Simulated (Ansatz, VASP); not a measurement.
## WC: VASP beside Ansatz

```
CELL_PARAMETERS angstrom
0.00000 2.19268 2.19268
2.19268 0.00000 2.19268
2.19268 2.19268 0.00000
ATOMIC_POSITIONS crystal
W 0.00000 0.00000 0.00000
C 0.50000 0.50000 0.50000
```

Alike in both runs: task relaxation of cell and atoms; functional revPBE; dispersion D3(BJ); k mesh 10 × 10 × 10; occupations fermi-dirac, width 0.05 eV; no spin polarisation.

|  | VASP | Ansatz |
| --- | --- | --- |
| version | VASP 6.6.1 | Ansatz 0.2.0 |
| potentials or method | VASP PAW PBE potentials, release 64 (W_sv, C) | Ansatz PAW |
| plane-wave cutoff (eV) | 600 | 420 |
| valence electrons in the cell | 18 | 18 |

|  | VASP | Ansatz | Ansatz less VASP |
| --- | --- | --- | --- |
| gap on the k mesh at the Fermi level, each at its own relaxed structure (eV) | none | none | - |
| relaxed volume (Å³/atom) | 10.22 | 10.20 | -0.024 |
| relaxed cell length with the largest relative difference (Å) | 3.069 | 3.067 | -0.0024 |

VASP's potentials were made for PBE, not for revPBE. A gap of «none» marks a metal or a gap that the smearing closes.

Spin-orbit coupling is off throughout. Noted on VASP's run: too few bands were computed for a metal, which touches its energy and stress. Noted on Ansatz's run: the plane-wave basis is chosen anew once the cell has moved, so the energies of steps on either side of that aren't comparable.
